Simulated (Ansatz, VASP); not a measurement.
## One calculation of Mg4CdS3, two programs

```
CELL_PARAMETERS angstrom
3.63438 0.00000 0.00000
-1.81719 3.14747 0.00000
0.00000 0.00000 13.88919
ATOMIC_POSITIONS crystal
Mg 0.33333 0.66667 0.60914
Mg 0.66667 0.33333 0.39086
Mg 0.66667 0.33333 0.16617
Mg 0.33333 0.66667 0.83383
Cd 0.00000 0.00000 0.00000
S 0.66667 0.33333 0.72134
S 0.33333 0.66667 0.27866
S 0.00000 0.00000 0.50000
```

Change from the starting cell: built by hand: rocksalt MgS with layered Cd substitution along (111) (P-3m1, No. 164).

Alike in both runs: task relaxation of cell and atoms; functional PBE; k mesh 12 × 12 × 4; occupations gaussian, width 0.1 eV; no spin polarisation.

|  | VASP | Ansatz |
| --- | --- | --- |
| version | VASP 6.6.1 | Ansatz 0.2.0 |
| potentials or method | VASP PAW PBE potentials, release 64 (Mg, Cd, S), cutoff 600 eV | scalar-relativistic, plane waves, PAW |
| valence electrons in the cell | 38 | 78 |

Ansatz gave:

* gap on the k mesh at the Fermi level, each at its own relaxed structure (eV): none
* relaxed volume (Å³/atom): 19.83
* relaxed length of the cell vector where the two differ most in proportion (Å): 3.629

Task: Which values does VASP return?

Result: gap on the k mesh at the Fermi level, each at its own relaxed structure (eV): none; relaxed volume (Å³/atom): 19.76; relaxed length of the cell vector where the two differ most in proportion (Å): 3.625.

A gap of «none» marks a metal or a gap that the smearing closes. VASP's potentials hold 38 valence electrons a cell and Ansatz's 78, so a difference there can come from the potentials and not from the codes.
